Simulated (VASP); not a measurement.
Write the native input for VASP 6.6.1 that does the following.

- Task: single point
- Functional: RPBE
- Potentials or basis: VASP PAW PBE potentials, release 64 (Be)
- Cutoff: 600 eV
- k mesh: 17 × 17 × 17
- Occupations: fermi-dirac, width 0.1 eV
- Spin: no spin polarisation
- Dipole correction: no
- Further INCAR settings: ALGO = Normal; EDIFF = 1e-06; NBANDS = 7

The structure of Be lies in POSCAR:

```
Be
1.0
   -1.2617756101      1.2617756101      1.2617756101
    1.2617756101     -1.2617756101      1.2617756101
    1.2617756101      1.2617756101     -1.2617756101
Be
1
Direct
    0.0000000000      0.0000000000      0.0000000000
```

The input as run:

INCAR

```
  PREC = Accurate
  ENCUT = 600
  EDIFF = 1E-6
  ISMEAR = -1
  SIGMA = 0.1
  LREAL = F
  LASPH = T
  NELM = 120
  ALGO = Normal
  ISIF = 2
  LWAVE = F
  LCHARG = T
  GGA = RP
  LELF = T
  LVHAR = T
  NBANDS = 7
  GGA_COMPAT = F
```

KPOINTS

```
Automatic mesh
0
Gamma
  17 17 17
```

Potentials or basis: VASP PAW PBE potentials, release 64 (Be).

The run is started by

```bash
$ cat potpaw_PBE.64/Be/POTCAR > POTCAR
$ mpirun -np 1 vasp_std > vasp.out
```

Results of the run:

```json
{
  "Pressure": "0.0 GPa",
  "Band gap on the k mesh": "zero (band 1 reaches 11.07 eV, above the bottom of band 2 at 6.61 eV)"
}
```

Caveat: the PAW data sets were made with another functional, which shifts forces and pressure a little.

It took 15 s on 1 thread of AMD EPYC 7R13 (shared host), peak memory 0.09 GiB.
